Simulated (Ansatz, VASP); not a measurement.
TePb in VASP and in Ansatz

INCAR

```
PREC     = Accurate       # precision mode
ENCUT    = 520            # plane-wave cutoff, eV
EDIFF    = 1E-6           # SCF threshold, eV
ISMEAR   = -1             # smearing method
SIGMA    = 0.03           # smearing width, eV
LREAL    = False          # projectors in reciprocal space
LASPH    = True           # aspherical terms in the spheres
NELM     = 60             # most SCF steps
ALGO     = Normal         # electronic algorithm
ISIF     = 2              # what is computed and relaxed
LWAVE    = False          # write WAVECAR
LCHARG   = False          # write CHGCAR
GGA      = PE             # functional
NBANDS   = 17             # bands
```

File KPOINTS:

```
Automatic mesh
0
Gamma
  10 10 10
```

Contents of POSCAR:

```
TePb
1.0
    0.0000000000      3.2799110434      3.2799110434
    3.2799110434      0.0000000000      3.2799110434
    3.2799110434      3.2799110434      0.0000000000
Te Pb
1 1
Direct
    0.5000000000      0.5000000000      0.5000000000
    0.0000000000      0.0000000000      0.0000000000
```

Input for Ansatz:

```yaml
crystal:
  lattice:
    - [0.0, 3.2799110434, 3.2799110434]
    - [3.2799110434, 0.0, 3.2799110434]
    - [3.2799110434, 3.2799110434, 0.0]
  atoms:
    - { symbol: Te, position: [0.5, 0.5, 0.5] }
    - { symbol: Pb, position: [0.0, 0.0, 0.0] }
kpoints:
  mp_grid: { grid: [10, 10, 10] }
scf:
  occupations: { method: fermi_dirac, width: 0.03 }
hamiltonian:
  xc: pbe
  pseudopotentials: { kind: all_electron, lapw: { basis_error: 0.0005 } }
output:
  forces: true
  stress: true
  eigenvalues: true
```

Change from the starting cell: volume scaled by 1.05.

Alike in both runs: task single point; functional PBE; k mesh 10 × 10 × 10; occupations fermi-dirac, width 0.03 eV; no spin polarisation.

|  | VASP | Ansatz |
| --- | --- | --- |
| version | VASP 6.6.1 | Ansatz 0.2.0 |
| potentials or method | VASP PAW PBE potentials, release 64 (Te, Pb_d), cutoff 520 eV | all-electron LAPW, scalar-relativistic |

```tsv
	VASP	Ansatz	Ansatz less VASP
pressure (GPa)	0.1	0.2	+0.07
```

Ansatz ran all-electron here, and VASP with PAW potentials.

Spin-orbit coupling is off throughout.
